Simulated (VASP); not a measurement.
Set up this calculation in VASP 6.6.1, as the native input.

* Task: single point
* Functional: PBE
* Potentials or basis: VASP PAW PBE potentials, release 64 (Cd, S, O)
* Cutoff: 520 eV
* k mesh: 1 × 1 × 1, shifted
* Occupations: fermi-dirac, width 0.01 eV
* Spin: no spin polarisation
* Dipole correction: no
* Further INCAR settings: LREAL = Auto; ALGO = Normal; EDIFF = 1e-06; NBANDS = 169; ISYM = -1

The structure of Cd16S16O (a cell with a defect) lies in POSCAR:

```
Cd16S16O
1.0
    8.3277842500     -0.0000000600      0.0000000000
   -4.1638920700      7.2120727400      0.0000000000
    0.0000000000      0.0000000000     13.5350132800
Cd S O
16 16 1
Direct
    0.3176570569      0.1737024936      0.2519604473
    0.2077367439      0.3438609262      0.0079272918
    0.3407007312      0.1686890946      0.7434725620
    0.1539372635      0.3472184904      0.4996727273
    0.3153533706      0.6802687931      0.2521752236
    0.1623962987      0.8375827903     -0.0109312785
    0.3362168570      0.6643007070      0.7539400804
    0.1516317121      0.8466708849      0.5026354876
    0.8231298216      0.1740630044      0.2465442723
    0.6726260458      0.3171394858      0.0079251492
    0.8392990440      0.1555202077      0.7497530139
    0.6560819935      0.3411496428      0.4970630513
    0.8235314383      0.6785529245      0.2527420498
    0.6655666675      0.7889156481      0.0109304658
    0.8316242266      0.6577903775      0.7430550523
    0.6508784540      0.8444931518      0.4985818529
    0.3219011309      0.1771984373      0.4413313734
    0.1582292657      0.3509082757      0.1934355694
    0.3543148561      0.1686872921      0.9327062145
    0.1700724686      0.3357101485      0.6886878356
    0.3185165141      0.6790874407      0.4412190721
    0.1473829637      0.8493280961      0.1820092045
    0.3464241945      0.6725913889      0.9420034348
    0.1680704546      0.8323245240      0.6909758274
    0.8241577030      0.1748785814      0.4375307861
    0.6525704138      0.3440004183      0.1931292527
    0.8608130534      0.1733564118      0.9422162163
    0.6728679968      0.3256137486      0.6864531868
    0.8208375157      0.6757369518      0.4418055510
    0.6459472776      0.8380626841      0.1957437311
    0.8331476031      0.6370060613      0.9319063631
    0.6644770791      0.8278247121      0.6878294692
   -0.0656829858      0.0513085502      0.0125592784
```

One way to write it, as run:

INCAR

```
SYSTEM = Cd16S16O
  PREC = Accurate
  ENCUT = 520
  EDIFF = 1E-6
  ISMEAR = -1
  SIGMA = 0.01
  LREAL = Auto
  LASPH = .True.
  NELM = 120
  ALGO = Normal
  ISIF = 2
  LWAVE = .False.
  LCHARG = .False.
  GGA = PE
  NBANDS = 169
  GGA_COMPAT = .False.
  ISYM = -1
```

KPOINTS

```
explicit points
1
Reciprocal
  0.25000000   0.25000000   0.25000000 1
```

Potentials or basis: VASP PAW PBE potentials, release 64 (Cd, S, O).

Launch:

```sh
$ cat potpaw_PBE.64/Cd/POTCAR potpaw_PBE.64/S/POTCAR potpaw_PBE.64/O/POTCAR > POTCAR
$ mpirun -np 1 vasp_std > vasp.out
```

Results of the run:

- Pressure: 1.6 GPa
- Largest force: 1.056 eV/Å
- Band gap on the k mesh: 2.38 eV

Run time: 3.8 min on 1 thread of AMD EPYC 9R45 96-Core Processor (Zen 5) (shared host), peak memory 0.86 GiB.
